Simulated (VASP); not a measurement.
A run of VASP 6.6.1 is set up as follows.

Contents of POSCAR:

```
NaH
1.0
    3.9532815480      0.0000000000      0.0000000000
   -1.9766407740      3.4236422489      0.0000000000
    0.0000000000      0.0000000000      4.8282923038
Na H
2 2
Direct
    0.3333333333      0.6666666667     -0.0624996820
    0.6666666667      0.3333333333      0.4375003180
    0.3333333333      0.6666666667      0.4374996820
    0.6666666667      0.3333333333      0.9374996820
```

Contents of INCAR.step1:

```
  ALGO = Normal
  EDIFF = 1E-5
  ENCUT = 520
  GGA = PE
  ISIF = 2
  ISMEAR = 0
  LASPH = True
  LCHARG = False
  LREAL = False
  LWAVE = True
  NBANDS = 16
  NELM = 100
  PREC = Accurate
  SIGMA = 0.01
```

INCAR.step2

```
  ALGO = Normal
  EDIFF = 1E-7
  ENCUT = 520
  GGA = PE
  HFSCREEN = 0.2079
  ISIF = 2
  ISMEAR = 0
  ISTART = 1
  LASPH = True
  LCHARG = False
  LHFCALC = True
  LREAL = False
  LWAVE = False
  NBANDS = 16
  NELM = 100
  PREC = Accurate
  PRECFOCK = Normal
  SIGMA = 0.01
```

Contents of KPOINTS:

```
k-points
0
Gamma
  6 6 4
```

Potentials or basis: VASP PAW PBE potentials, release 64 (Na_pv, H).

The run is started by

```sh
$ cat potpaw_PBE.64/Na_pv/POTCAR potpaw_PBE.64/H/POTCAR > POTCAR
$ cp INCAR.step1 INCAR
$ mpirun -np 1 vasp_std > vasp.out
$ cp INCAR.step2 INCAR
$ mpirun -np 1 vasp_std > vasp.out
```

(1) Estimate the band gap on the k mesh.

(2) What does it give for the pressure?

Answers

(1) 4.26 eV, indirect (least direct gap 5.25 eV).

(2) 0.1 GPa.

Caveat: the PAW data sets were made with another functional, which shifts forces and pressure a little.
